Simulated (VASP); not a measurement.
A run of VASP 6.6.1:

INCAR

```
SYSTEM = TiC
ALGO = Normal
EDIFF = 1E-7
ENCUT = 520
GGA = PE
ISIF = 2
ISMEAR = -1
LASPH = .TRUE.
LCHARG = .FALSE.
LREAL = .FALSE.
LWAVE = .FALSE.
NBANDS = 15
NELM = 60
PREC = Accurate
SIGMA = 0.05
```

KPOINTS

```
k-points
0
G
  15 15 15
  0 0 0
```

File POSCAR:

```
TiC
1.0
    0.0000000000      1.9416428346      1.9416428346
    1.9416428346      0.0000000000      1.9416428346
    1.9416428346      1.9416428346      0.0000000000
Ti C
1 1
Direct
    0.0000000000      0.0000000000      0.0000000000
    0.5000000000      0.5000000000      0.5000000000
```

Potentials or basis: VASP PAW PBE potentials, release 64 (Ti_sv, C).

Launch:

```bash
$ cat potpaw_PBE.64/Ti_sv/POTCAR potpaw_PBE.64/C/POTCAR > POTCAR
$ mpirun -np 1 vasp_std > vasp.out
```

Hardware: 1 thread of AMD EPYC 7R43 64-Core Processor (Zen 3), on a shared host.

**Question.** How long does it take, and how much memory?

**Answer.** Run time: 29 s on 1 thread of AMD EPYC 7R43 64-Core Processor (Zen 3), on a shared host, peak memory 0.1 GiB. Counts: scf iterations 14, k points 120.
